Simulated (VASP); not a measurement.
Wanted: the native input for a VASP 6.6.1 run.

```yaml
Task: single point
Functional: PBE
Potentials_or_basis: VASP PAW PBE potentials, release 64 (In_d, Co, N)
Cutoff: 520 eV
k_mesh: 3 × 3 × 1
Occupations: gaussian, width 0.1 eV
Spin: collinear spin, ferromagnetic start
Starting_moments: "[0.0, 0.22, 0.22, 0.0, 0.0] μB"
Dipole_correction: no
Further_INCAR_settings: ALGO = Normal; EDIFF = 1e-07; NBANDS = 32
```

The structure of InCo2N2 lies in POSCAR:

```
InCo2N2
1.0
    2.7259591304     -1.5805455775      0.0000000000
    2.7259591304      1.5805455775      0.0000000000
   -1.9522687403      0.0000000000      7.5446777696
In Co N
1 2 2
Direct
    0.5000000000      0.5000000000      0.5000000000
    0.3726610000      0.3726610000      0.1081050000
    0.6273390000      0.6273390000      0.8918950000
    0.2773840000      0.2773840000      0.8449930000
    0.7226160000      0.7226160000      0.1550070000
```

One way to write it, as run:

INCAR

```
PREC = Accurate
ENCUT = 520
EDIFF = 1E-7
ISMEAR = 0
SIGMA = 0.1
LREAL = False
LASPH = True
NELM = 150
ALGO = Normal
ISIF = 2
LWAVE = False
LCHARG = True
ISPIN = 2
MAGMOM = 0 0.22 0.22 0 0
LORBIT = 11
LMAXMIX = 4
GGA = PE
LELF = True
LVHAR = True
NBANDS = 32
```

KPOINTS

```
Automatic mesh
0
Gamma
  3 3 1
```

Potentials or basis: VASP PAW PBE potentials, release 64 (In_d, Co, N).

Launch:

```sh
$ cat potpaw_PBE.64/In_d/POTCAR potpaw_PBE.64/Co/POTCAR potpaw_PBE.64/N/POTCAR > POTCAR
$ mpirun -np 1 vasp_std > vasp.out
```

It gave:

```
Pressure                                              : 2.0 GPa
Largest force                                         : 0.827 eV/Å
Net moment                                            : 0.35 μB per cell
Site moments                                          : In -0.02; Co +0.17; N +0.03 μB
Valence electrons inside the program's atomic spheres : In 11.30; Co 8.61; N 3.62
```

Caveat: the k points lie up to 0.83 Å⁻¹ apart.

Run time: 71 s on 1 thread of Intel Xeon 8259CL, with other jobs on the host, peak memory 0.21 GiB.
